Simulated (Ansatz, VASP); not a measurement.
Two plane-wave programs on GaP

File INCAR:

```
SYSTEM = GaP
PREC = Accurate ; ENCUT = 520
EDIFF = 1E-6 ; ISMEAR = 0
SIGMA = 0.05 ; LREAL = .FALSE.
LASPH = .TRUE. ; NELM = 100
ALGO = Normal ; ISIF = 2
LWAVE = .FALSE. ; LCHARG = .TRUE.
GGA = CA ; LELF = .TRUE.
LVHAR = .TRUE. ; NBANDS = 26
```

File KPOINTS:

```
regular mesh
0
G
  12 12 12
  0 0 0
```

The input POSCAR:

```
GaP
1.0
    1.9977765764      1.1534168442      6.0830899274
   -1.9977765764      1.1534168442      6.0830899274
    0.0000000000     -2.3068336883      6.0830899274
Ga P
2 2
Direct
    0.4353720000      0.4353720000      0.4353720000
    0.5646280000      0.5646280000      0.5646280000
    0.0573890000      0.0573890000      0.0573890000
    0.9426110000      0.9426110000      0.9426110000
```

Input for Ansatz:

```yaml
crystal:
  lattice:
    - [1.9977765764, 1.1534168442, 6.0830899274]
    - [-1.9977765764, 1.1534168442, 6.0830899274]
    - [0.0, -2.3068336883, 6.0830899274]
  atoms:
    - { symbol: Ga, position: [0.435372, 0.435372, 0.435372] }
    - { symbol: Ga, position: [0.564628, 0.564628, 0.564628] }
    - { symbol: P, position: [0.057389, 0.057389, 0.057389] }
    - { symbol: P, position: [0.942611, 0.942611, 0.942611] }
basis:
  ecutwfc: 420
kpoints:
  mp_grid: { grid: [12, 12, 12] }
hamiltonian:
  xc: lda
scf:
  occupations: { method: gaussian, width: 0.05 }
output:
  forces: true
  stress: true
  eigenvalues: true
```

Alike in both runs: task single point; functional LDA; k mesh 12 × 12 × 12; occupations gaussian, width 0.05 eV; no spin polarisation.

```csv
,VASP,Ansatz
version,VASP 6.6.1,Ansatz 0.2.0
potentials or method,"VASP PAW LDA potentials, release 64 (Ga_d, P), cutoff 520 eV","scalar-relativistic, plane waves, PAW"
valence electrons in the cell,36,36
```

|  | VASP | Ansatz | Ansatz less VASP |
| --- | --- | --- | --- |
| gap on the k mesh at the Fermi level (eV) | 0.30 | 0.30 | -0.006 |
| least direct gap on the mesh (eV) | 0.35 | 0.34 | -0.005 |
| pressure (GPa) | -3.1 | -3.1 | -0.02 |
| traceless stress, the component that is largest in VASP (GPa) | 11.08 | 11.13 | +0.054 |
| rms of the force components (eV/Å) | 0.606 | 0.626 | +0.0202 |

LDA's correlation is that of Perdew and Zunger in VASP and of Perdew and Wang (1992) in Ansatz. Atom by atom the forces differ by 0.023 eV/Å (rms over components).
